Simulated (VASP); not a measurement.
# Al in VASP: single point with PBE

Aim: the single point of Al with PBE.

Everything below comes from runs of VASP 6.6.1. Logs are shortened: lines on timing, memory, paths and dates and some standing lists are left out, and cuts for length are marked.

## (1) The cell of the first run

The cell holds a slab with vacuum, 5 atoms: a = 2.857 Å, b = 2.857 Å, c = 19.080 Å, α = 90.00°, β = 90.00°, γ = 90.00°.

## (2) Single point, PBE

Contents of INCAR:

```
SYSTEM = Al
PREC = Accurate
ENCUT = 400
EDIFF = 1E-6
ISMEAR = -1
SIGMA = 0.1
LREAL = .False.
LASPH = .True.
NELM = 120
ALGO = Normal
ISIF = 2
LWAVE = .False.
LCHARG = .False.
GGA = PE
NBANDS = 16
GGA_COMPAT = .False.
NELMDL = -8
```

Contents of KPOINTS:

```
Automatic mesh
0
Gamma
  6 6 1
  0.5 0.5 0
```

Contents of POSCAR:

```
Al
1.0
    2.8567113960      0.0000000000      0.0000000000
    0.0000000000      2.8567113960      0.0000000000
    0.0000000000      0.0000000000     19.0800000000
Al
5
Direct
    0.0132310194      0.9613910229      0.2896706506
    0.4903349073      0.5186806053      0.3944238740
    0.0132375616      0.0019168084      0.4985344043
    0.4969914991      0.5071337326      0.6047153890
    0.9862050126      0.0108778308      0.7126556822
```

Potentials or basis: VASP PAW PBE potentials, release 64 (Al).

The run is started by

```sh
$ cat potpaw_PBE.64/Al/POTCAR > POTCAR
$ mpirun -np 1 vasp_std > vasp.out
```

OUTCAR:

```text
SYSTEM = Al
   PREC = Accurate
   ENCUT = 400
   EDIFF = 1E-6
   ISMEAR = -1
   LREAL = .False.
   LASPH = .True.
   NELM = 120
   ISIF = 2
   GGA = PE
   NELMDL = -8

 ion  position               nearest neighbor table
   1  0.013  0.961  0.290-   2 2.73   2 2.80   2 2.90   2 2.96
   2  0.490  0.519  0.394-   1 2.73   3 2.78   1 2.80   3 2.83   3 2.84   3 2.89   1 2.90   1 2.96

   3  0.013  0.002  0.499-   2 2.78   2 2.83   4 2.83   2 2.84   4 2.85   4 2.88   2 2.89   4 2.89

   4  0.497  0.507  0.605-   3 2.83   3 2.85   5 2.86   5 2.87   3 2.88   3 2.89   5 2.89   5 2.91

   5  0.986  0.011  0.713-   4 2.86   4 2.87   4 2.89   4 2.91

  LATTYP: Found a simple tetragonal cell.
 ALAT       =     2.8567113960
 C/A-ratio  =     6.6790086064

  Lattice vectors:

 A1 = (   2.8567113960,   0.0000000000,   0.0000000000)
 A2 = (   0.0000000000,   2.8567113960,   0.0000000000)
 A3 = (   0.0000000000,   0.0000000000,  19.0800000000)

Analysis of symmetry for initial positions (statically):
=====================================================================
 Subroutine PRICEL returns:
 Original cell was already a primitive cell.

 Routine SETGRP: Setting up the symmetry group for a
 simple tetragonal supercell.

 Subroutine GETGRP returns: Found  1 space group operations
 (whereof  1 operations were pure point group operations)
 out of a pool of 16 trial point group operations.

The static configuration has the point symmetry C_1 .

Analysis of symmetry for dynamics (positions and initial velocities):
=====================================================================
 Subroutine PRICEL returns:
 Original cell was already a primitive cell.

 Routine SETGRP: Setting up the symmetry group for a
 simple tetragonal supercell.

 Subroutine GETGRP returns: Found  1 space group operations
 (whereof  1 operations were pure point group operations)
 out of a pool of 16 trial point group operations.

The dynamic configuration has the point symmetry C_1 .

 Subroutine INISYM returns: Found  1 space group operations
 (whereof  1 operations are pure point group operations),
 and found     1 'primitive' translations

----------------------------------------------------------------------------------------

                                     Primitive cell

  volume of cell :     155.7081

  direct lattice vectors                    reciprocal lattice vectors
     2.856711396  0.000000000  0.000000000     0.350052862  0.000000000  0.000000000
     0.000000000  2.856711396  0.000000000     0.000000000  0.350052862  0.000000000
     0.000000000  0.000000000 19.080000000     0.000000000  0.000000000  0.052410901

  length of vectors
     2.856711396  2.856711396 19.080000000     0.350052862  0.350052862  0.052410901

  position of ions in fractional coordinates (direct lattice)
     0.013231019  0.961391023  0.289670651
     0.490334907  0.518680605  0.394423874
     0.013237562  0.001916808  0.498534404
     0.496991499  0.507133733  0.604715389
     0.986205013  0.010877831  0.712655682

  ion indices of the primitive-cell ions
   primitive index   ion index
                 1           1
                 2           2
                 3           3
                 4           4
                 5           5

----------------------------------------------------------------------------------------

 KPOINTS: Automatic mesh

Automatic generation of k-mesh.
 Grid dimensions read from file:
 generate k-points for:    6    6    1

 Generating k-lattice:

  Cartesian coordinates                     Fractional coordinates (reciprocal lattice)
     0.058342144  0.000000000  0.000000000     0.166666667  0.000000000  0.000000000
     0.000000000  0.058342144  0.000000000     0.000000000  0.166666667  0.000000000
     0.000000000  0.000000000  0.052410901     0.000000000  0.000000000  1.000000000

  Length of vectors
     0.058342144  0.058342144  0.052410901

  Shift w.r.t. Gamma in fractional coordinates (k-lattice)
     0.500000000  0.500000000  0.000000000

 Subroutine IBZKPT returns following result:
 ===========================================

 Found     18 irreducible k-points:

 Following reciprocal coordinates:
            Coordinates               Weight
  0.083333  0.083333  0.000000      2.000000
 -0.083333  0.083333  0.000000      2.000000
  0.250000  0.083333  0.000000      2.000000
 -0.083333  0.250000  0.000000      2.000000
 -0.250000  0.083333  0.000000      2.000000
  0.083333  0.250000  0.000000      2.000000
[... 10 lines left out ...]
  0.416667  0.416667  0.000000      2.000000
 -0.416667  0.416667  0.000000      2.000000
   k-points           NKPTS =     18   k-points in BZ     NKDIM =     18   number of bands    NBANDS=     16
   number of dos      NEDOS =    301   number of ions     NIONS =      5
   total plane-waves  NPLWV =  50400
   dimension x,y,z NGX =    20 NGY =   20 NGZ =  126
   dimension x,y,z NGXF=    40 NGYF=   40 NGZF=  252
   ions per type =               5
   NGX,Y,Z   is equivalent  to a cutoff of  11.64, 11.64, 10.98 a.u.
   NGXF,Y,Z  is equivalent  to a cutoff of  23.28, 23.28, 21.96 a.u.
 SYSTEM =  Al
   PREC   = accura    normal or accurate (medium, high low for compatibility)
   ISTART =      0    job   : 0-new  1-cont  2-samecut
   ICHARG =      2    charge: 1-file 2-atom 10-const
   ISPIN  =      1    spin polarized calculation?
   LNONCOLLINEAR =      F non collinear calculations
   LSORBIT =      F    spin-orbit coupling
   LASPH  =      T    aspherical Exc in radial PAW
   ENCUT  =  400.0 eV  29.40 Ry    5.42 a.u.   4.66  4.66 31.11*2*pi/ulx,y,z
   NELM   =    120;   NELMIN=  2; NELMDL= -8     # of ELM steps
   EDIFF  = 0.1E-05   stopping-criterion for ELM
   LREAL  =      F    real-space projection
   EDIFFG = 0.1E-04   stopping-criterion for IOM
   NSW    =      0    number of steps for IOM
   IBRION =     -1    ionic relax: 0-MD 1-quasi-New 2-CG
   NFREE  =      0    steps in history (QN), initial steepest desc. (CG)
   ISIF   =      2    stress and relaxation
   ISYM   =      2    0-nonsym 1-usesym 2-fastsym
   POTIM  = 0.5000    time-step for ionic-motion
   TEBEG  =    0.0;   TEEND  =   0.0 temperature during run
   PSTRESS=    0.0 pullay stress
   NELECT =      15.0000    total number of electrons
   NUPDOWN=      -1.0000    fix difference up-down
   EMIN   =  10.00;   EMAX   =-10.00  energy-range for DOS
   EFERMI =   0.00;   METHOD = LEGACY
   ISMEAR =    -1;   SIGMA  =   0.10  broadening in eV -4-tet -1-fermi 0-gaus
   EFERMI_NEDOS =   21; number of points for ismear=-14 and -15
   IALGO  =     38    algorithm
   IMIX   =      4    mixing-type and parameters
     AMIX     =   0.40;   BMIX     =  1.00
     AMIX_MAG =   1.60;   BMIX_MAG =  1.00
  volume/ion in A,a.u.               =      31.14       210.15
  Fermi-wavevector in a.u.,A,eV,Ry     =   0.750473  1.418188  7.662927  0.563209
  Thomas-Fermi vector in A             =   1.847232
   LORBIT       =      0    0 simple, 1 ext, 2 COOP (PROOUT), +10 PAW based schemes
   GGA     = PE    functional components
   LHFCALC =     F    Hartree Fock is set to
   AEXX    =    0.0000 exact exchange contribution
   IVDW    =     0    specifies the selected vdW correction
   LEPSILON=     F    determine dielectric tensor
   LRPA    =     F    only Hartree local field effects (RPA)
 non-spin polarized calculation
  energy-cutoff  :      400.00
  volume of cell :      155.71
 maximum number of plane-waves:      2861
   NGX =  9   NGY =  9   NGZ = 63

 number of electron      15.0000000 magnetization

 Free energy of the ion-electron system (eV)
  ---------------------------------------------------
  ext. energy  EPLUGINS =         0.00000000
  ---------------------------------------------------
  free energy    TOTEN  =       -17.64293771 eV

  energy without entropy =      -17.54037291  energy(sigma->0) =      -17.59165531

 E-fermi :   2.2350     XC(G=0):  -6.3922

 val. band max:        2.1531261157   @ k =  -0.4167   0.4167   0.0000
 cond. band min:       2.2350869491   @ k =  -0.4167   0.4167   0.0000
 fundamental gap:      0.0819608334
 Fermi energy:         2.2350208451

 k-point     1 :       0.0833    0.0833    0.0000
  band No.  band energies     occupation
      1      -8.2527      2.00000
      2      -7.3447      2.00000
      3      -5.8417      2.00000
      4      -3.8631      2.00000
      5      -1.4120      2.00000
      6       0.4419      2.00000
[... 8 lines left out ...]
     15       8.5739      0.00000
     16       8.7537      0.00000

 k-point     2 :      -0.0833    0.0833    0.0000
  band No.  band energies     occupation
      1      -8.2527      2.00000
      2      -7.3447      2.00000
      3      -5.8417      2.00000
      4      -3.8631      2.00000
      5      -1.4120      2.00000
      6       0.4419      2.00000
[... 8 lines left out ...]
     15       8.5750      0.00000
     16       8.7547      0.00000

 k-point     3 :       0.2500    0.0833    0.0000
  band No.  band energies     occupation
      1      -7.2523      2.00000
      2      -6.3499      2.00000
      3      -4.8555      2.00000
      4      -2.8867      2.00000
      5      -0.4477      2.00000
      6       1.3610      1.99968
[... 8 lines left out ...]
     15       7.9728      0.00000
     16       8.1788      0.00000

 k-point     4 :      -0.0833    0.2500    0.0000
  band No.  band energies     occupation
      1      -7.2524      2.00000
      2      -6.3503      2.00000
      3      -4.8558      2.00000
      4      -2.8868      2.00000
      5      -0.4478      2.00000
      6       1.3551      1.99970
[... 8 lines left out ...]
     15       8.0257      0.00000
     16       8.0989      0.00000
[... 210 lines left out ...]
 k-point    16 :       0.2500    0.4167    0.0000
  band No.  band energies     occupation
      1      -4.2968      2.00000
      2      -3.4124      2.00000
      3      -1.9497      2.00000
      4      -1.4068      2.00000
      5      -0.5413      2.00000
      6      -0.0033      2.00000
[... 8 lines left out ...]
     15       7.0292      0.00000
     16       7.2655      0.00000

 k-point    17 :       0.4167    0.4167    0.0000
  band No.  band energies     occupation
      1      -2.3782      2.00000
      2      -1.5065      2.00000
      3      -0.0826      2.00000
      4      -0.0641      2.00000
      5       0.7603      2.00000
      6       1.2761      1.99986
[... 8 lines left out ...]
     15       5.3956      0.00000
     16       5.8104      0.00000

 k-point    18 :      -0.4167    0.4167    0.0000
  band No.  band energies     occupation
      1      -2.3784      2.00000
      2      -1.5065      2.00000
      3      -0.1026      2.00000
      4      -0.0458      2.00000
      5       0.7551      2.00000
      6       1.2816      1.99986
[... 8 lines left out ...]
     15       5.3936      0.00000
     16       5.8100      0.00000

------------------------ aborting loop because EDIFF is reached ----------------------------------------

  FORCE on cell =-STRESS in cart. coord.  units (eV):
  Direction    XX          YY          ZZ          XY          YZ          ZX
  --------------------------------------------------------------------------------------
  -------------------------------------------------------------------------------------
  Total       -1.1005790     -1.1545802      0.4332306     -0.0405937     -0.1816461      0.0826710
  in kB      -11.3245436    -11.8801950      4.4577802     -0.4176934     -1.8690703      0.8506537
  external PRESSURE =      -6.2489861 kB  Pullay stress =       0.0000000 kB

 VOLUME and BASIS-vectors are now :
 -----------------------------------------------------------------------------
  energy-cutoff  :      400.00
  volume of cell :      155.71
      direct lattice vectors                 reciprocal lattice vectors
     2.856711396  0.000000000  0.000000000     0.350052862  0.000000000  0.000000000
     0.000000000  2.856711396  0.000000000     0.000000000  0.350052862  0.000000000
     0.000000000  0.000000000 19.080000000     0.000000000  0.000000000  0.052410901

 POSITION                                       TOTAL-FORCE (eV/Angst)
 -----------------------------------------------------------------------------------
      0.03780      2.74642      5.52692        -0.070269      0.159645     -0.255062
      1.40075      1.48172      7.52561         0.149677     -0.230485      0.278963
      0.03782      0.00548      9.51204        -0.112556      0.072903      0.070747
      1.41976      1.44873     11.53797         0.017274     -0.002581     -0.178536
      2.81730      0.03107     13.59747         0.015873      0.000519      0.083888
 -----------------------------------------------------------------------------------
    total drift:                                0.000005     -0.000007      0.000008

  FREE ENERGIE OF THE ION-ELECTRON SYSTEM (eV)
  ---------------------------------------------------
  free  energy   TOTEN  =       -17.6429377071 eV

  energy  without entropy=      -17.5403729117  energy(sigma->0) =      -17.59165531
```

It took 28 s on 1 thread of Intel Xeon Platinum 8559C (Emerald Rapids), shared host; peak memory 0.21 GiB.

Results:

| Item | Value |
| --- | --- |
| Free energy | -17.6429 eV |
| Largest force | 0.392 eV/Å |

Forces on the atoms (eV/Å):
```
Al  -0.070  0.160 -0.255
Al   0.150 -0.230  0.279
Al  -0.113  0.073  0.071
Al   0.017 -0.003 -0.179
Al   0.016  0.001  0.084
```

Levels at points of the mesh, in eV from the Fermi level:
```csv
k point,band 5,band 6,band 7,band 8,band 9,band 10
"(0.08, 0.08, 0.00)",-3.65,-1.79,1.31,3.24,3.45,4.07
```

Caveat: the k points lie up to 0.37 Å⁻¹ apart.
